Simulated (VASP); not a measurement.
Al, 2 atoms in the cell. The structure is hexagonal, space group P6_3/mmc (No. 194). The conventional cell has a = 3.023 Å, b = 3.023 Å, c = 4.867 Å, α = 90.00°, β = 90.00°, γ = 120.00°. Within 3.9 Å of Al (site symmetry -6m2) lie 12 Al at 2.99 to 3.02 Å.  This cell differs from its parent crystal: strain +0.0750 x Voigt [1, 1, 0, 0, 0, 0].

- Program: VASP 6.6.1
- Task: single point
- Functional: PBEsol
- Potentials or basis: VASP PAW PBE potentials, release 64 (Al)
- Cutoff: 520 eV
- k mesh: 21 × 21 × 10
- Occupations: gaussian, width 0.15 eV
- Spin: no spin polarisation
- Dipole correction: no
- Further INCAR settings: ALGO = Normal; EDIFF = 1e-07; NBANDS = 10

Potentials or basis: VASP PAW PBE potentials, release 64 (Al).

The run is started by

```sh
$ cat potpaw_PBE.64/Al/POTCAR > POTCAR
$ mpirun -np 1 vasp_std > vasp.out
```

Hardware: 1 thread of AMD EPYC 9R45 96-Core Processor (Zen 5) (shared host).

**Question.** How long does it take, and how much memory?

**Answer.** Run time: 45 s on 1 thread of AMD EPYC 9R45 96-Core Processor (Zen 5) (shared host), peak memory 0.18 GiB. Counts: scf iterations 11, k points 288.
